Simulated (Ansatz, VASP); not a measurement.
## Two plane-wave programs on W

```
CELL_PARAMETERS angstrom
-1.56768 1.56768 1.56768
1.56768 -1.56768 1.56768
1.56768 1.56768 -1.56768
ATOMIC_POSITIONS crystal
W 0.00000 0.00000 0.00000
```

Alike in both runs: task relaxation of cell and atoms; functional LDA; k mesh 24 × 24 × 24; occupations fermi-dirac, width 0.08 eV; no spin polarisation.

|  | VASP | Ansatz |
| --- | --- | --- |
| version | VASP 6.6.1 | Ansatz 0.2.0 |
| potentials or method | VASP PAW LDA potentials, release 64 (W_sv) | PAW with Ansatz's default frozen-core files, scalar-relativistic |
| plane-wave cutoff (eV) | 600 | 420 |
| valence electrons in the cell | 14 | 14 |

Ansatz gave:

- gap on the k mesh at the Fermi level, each at its own relaxed structure (eV): none
- relaxed volume (Å³/atom): 15.41
- relaxed cell length with the largest relative difference (Å): 2.715

Task: Which values does VASP return?

Result: gap on the k mesh at the Fermi level, each at its own relaxed structure (eV): none; relaxed volume (Å³/atom): 15.50; relaxed cell length with the largest relative difference (Å): 2.720.

LDA's correlation is that of Perdew and Zunger in VASP and of Perdew and Wang (1992) in Ansatz. A gap of «none» marks a metal or a gap that the smearing closes.

Neither program's run includes spin-orbit coupling.
